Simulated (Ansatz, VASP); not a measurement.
# Two plane-wave programs on Li2S

```
Li S
1.0
     0.00000    2.09585    2.09585
     2.09585    0.00000    2.09585
     2.09585    2.09585    0.00000
Li S
2 1
Direct
  0.25000 0.25000 0.25000
  0.75000 0.75000 0.75000
  0.00000 0.00000 0.00000
```

Change from the starting cell: volume scaled by 0.4, PAW files.

Alike in both runs: task single point; functional PBEsol; k mesh 9 × 9 × 9; occupations fermi-dirac, width 0.03 eV; no spin polarisation.

|  | VASP | Ansatz |
| --- | --- | --- |
| version | VASP 6.6.1 | Ansatz 0.2.0 |
| potentials or method | VASP PAW PBE potentials, release 64 (Li_sv, S) | PAW with Ansatz's default frozen-core files, scalar-relativistic |
| plane-wave cutoff (eV) | 750 | 420 |
| valence electrons in the cell | 12 | 12 |

```csv
,VASP,Ansatz,Ansatz less VASP
pressure (GPa),210.9,210.6,-0.31
```

VASP's potentials were made for PBE, not for PBEsol. Both programs put the cell under a high pressure, so it lies far from rest at this level.

Noted on VASP's run: the cell as given lies far from equilibrium.
